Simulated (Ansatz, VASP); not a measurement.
# TaTlO2 in VASP and in Ansatz

INCAR

```
PREC = Accurate ; ENCUT = 600
EDIFF = 1E-6 ; ISMEAR = 0
SIGMA = 0.1 ; LREAL = F
LASPH = T ; NELM = 100
ALGO = Normal ; ISIF = 3
LWAVE = F ; LCHARG = F
GGA = PE ; IBRION = 2
NSW = 100 ; EDIFFG = -0.01
```

The input KPOINTS:

```
Automatic mesh
0
Gamma
  12 12 8
```

File POSCAR:

```
TaTlO2
1.0
    3.6762838326      0.0000000000      0.0000000000
   -1.8381419163      3.1837551905      0.0000000000
    0.0000000000      0.0000000000      6.1648209370
Ta Tl O
1 1 2
Direct
    0.0000000000      0.0000000000      0.5000000000
    0.0000000000      0.0000000000      0.0000000000
    0.3333333333      0.6666666667      0.5000000000
    0.6666666667      0.3333333333      0.5000000000
```

Input for Ansatz:

```yaml
crystal:
  lattice:
    - [3.6762838326, 0.0, 0.0]
    - [-1.8381419163, 3.1837551905, 0.0]
    - [0.0, 0.0, 6.164820937]
  atoms:
    - { symbol: Ta, position: [0.0, 0.0, 0.5] }
    - { symbol: Tl, position: [0.0, 0.0, 0.0] }
    - { symbol: O, position: [0.3333333333, 0.6666666667, 0.5] }
    - { symbol: O, position: [0.6666666667, 0.3333333333, 0.5] }
basis:
  ecutwfc: 420
kpoints:
  mp_grid: { grid: [12, 12, 8] }
hamiltonian:
  xc: pbe
scf:
  occupations: { method: gaussian, width: 0.1 }
output:
  forces: true
  stress: true
  eigenvalues: true
relax:
  adjacent_minimum: "off"
  f_tol: 0.01
  max_steps: 80
  cell: { stress_tol: 0.05 }
```

Alike in both runs: task relaxation of cell and atoms; functional PBE; k mesh 12 × 12 × 8; occupations gaussian, width 0.1 eV; no spin polarisation.

|  | VASP | Ansatz |
| --- | --- | --- |
| version | VASP 6.6.1 | Ansatz 0.2.0 |
| potentials or method | VASP PAW PBE potentials, release 64 (Ta_pv, Tl_d, O), cutoff 600 eV | scalar-relativistic, plane waves, PAW |
| valence electrons in the cell | 36 | 38 |

```tsv
	VASP	Ansatz	Ansatz less VASP
gap on the k mesh at the Fermi level, each at its own relaxed structure (eV)	none	none	-
relaxed volume (Å³/atom)	18.12	18.12	+0.001
relaxed length of the cell vector where the two differ most in proportion (Å)	6.205	6.216	+0.0109
```

A gap of «none» marks a metal or a gap that the smearing closes. VASP's potentials hold 36 valence electrons a cell and Ansatz's 38, so a difference there can come from the potentials and not from the codes.

Neither program's run includes spin-orbit coupling.
